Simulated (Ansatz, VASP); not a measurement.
SiGe3 in VASP and in Ansatz

```xyz
4
Lattice="3.9072 0.0000 0.0000 0.0000 3.9699 0.0000 0.0000 0.0000 5.5940" Properties=species:S:1:pos:R:3 pbc="T T T"
Si    0.0000    0.0000    0.0056
Ge    0.0000    1.9850    1.3610
Ge    1.9536    1.9850    2.8028
Ge    1.9536    0.0000    4.2216
```

Change from the starting cell: uniaxial_x strain -1.6%.

Alike in both runs: task single point; functional r2SCAN; k mesh 6 × 6 × 6; no spin polarisation.

|  | VASP | Ansatz |
| --- | --- | --- |
| version | VASP 6.6.1 | Ansatz 0.2.0 |
| potentials or method | VASP PAW PBE potentials, release 64 (Si, Ge_d) | plane waves, PAW |
| plane-wave cutoff (eV) | 520 | 500 |
| occupations | gaussian, width 0.01 eV | fixed |
| valence electrons in the cell | 46 | 46 |

|  | VASP | Ansatz | Ansatz less VASP |
| --- | --- | --- | --- |
| gap on the k mesh at the Fermi level (eV) | 0.42 | 0.43 | +0.017 |
| pressure (GPa) | 1.3 | 1.3 | -0.03 |
| traceless stress, the component that is largest in VASP (GPa) | 1.44 | 1.44 | -0.004 |
| rms of the force components (eV/Å) | 0.005 | 0.002 | -0.0032 |

VASP's potentials were made for PBE, not for r2SCAN. Atom by atom the forces differ by 0.005 eV/Å (rms over components).
